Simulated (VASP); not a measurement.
Input of a VASP 6.6.1 run:

File INCAR:

```
SYSTEM = SnTe
  PREC = Accurate
  ENCUT = 520
  EDIFF = 1E-6
  ISMEAR = -1
  SIGMA = 0.1
  LREAL = .False.
  LASPH = .True.
  NELM = 60
  ALGO = Normal
  ISIF = 2
  LWAVE = .False.
  LCHARG = .True.
  GGA = PE
  LELF = .True.
  LVHAR = .True.
  NBANDS = 28
```

File KPOINTS:

```
regular mesh
0
Gamma
  9 9 5
  0 0 0
```

POSCAR

```
SnTe
1.0
    4.8867830476      0.0000000000      0.0000000000
   -2.4433915238      4.2320782620      0.0000000000
    0.0000000000      0.0000000000      5.8568745552
Sn Te
2 2
Direct
    0.3333333333      0.6666666667     -0.0620000722
    0.6666666667      0.3333333333      0.4379999278
    0.3333333333      0.6666666667      0.4380000722
    0.6666666667      0.3333333333      0.9380000722
```

Potentials or basis: VASP PAW PBE potentials, release 64 (Sn_d, Te).

The run is started by

```bash
$ cat potpaw_PBE.64/Sn_d/POTCAR potpaw_PBE.64/Te/POTCAR > POTCAR
$ mpirun -np 1 vasp_std > vasp.out
```

**Question.** Predict the band gap on the k mesh.

**Answer.** Zero (band 20 reaches 7.76 eV, above the bottom of band 21 at 7.58 eV).

**Question.** What does it give for the pressure?

**Answer.** 17.0 GPa.

Caveat: spin-orbit coupling is left out, which moves the levels of the heavy elements.
